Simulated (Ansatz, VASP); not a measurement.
# Hf2F3 in VASP and in Ansatz

```
Hf F
1.0
     4.36953    0.00000    0.00000
     0.00000    4.36953    0.00000
     0.00000    0.00000    4.36953
Hf F
2 3
Cartesian
  2.1848 2.1848 2.1848
  0.0000 0.0000 0.0000
  0.0000 2.1848 2.1848
  2.1848 0.0000 2.1848
  2.1848 2.1848 0.0000
```

Alike in both runs: functional PBE; k mesh 8 × 8 × 8; occupations gaussian, width 0.1 eV; no spin polarisation.

Ansatz relaxed the structure, and its values are those at the end. VASP's run is a single point on that final structure, the one shown.

|  | VASP | Ansatz |
| --- | --- | --- |
| version | VASP 6.6.1 | Ansatz 0.2.0 |
| potentials or method | VASP PAW PBE potentials, release 64 (Hf_pv, F), cutoff 520 eV | scalar-relativistic, plane waves, PAW |
| valence electrons in the cell | 41 | 73 |

Ansatz gave:

| Property | Result |
| --- | --- |
| gap on the k mesh at the Fermi level (eV) | none |
| pressure (GPa) | 0.0 |

Q: What did VASP give for the same quantities?

A: gap on the k mesh at the Fermi level (eV): none; pressure (GPa): -1.5.

A gap of «none» marks a metal or a gap that the smearing closes. With one functional, cell and mesh, what is left measures potentials, basis and numerics. VASP's potentials hold 41 valence electrons a cell and Ansatz's 73, so a difference there can come from the potentials and not from the codes.

Neither program's run includes spin-orbit coupling.
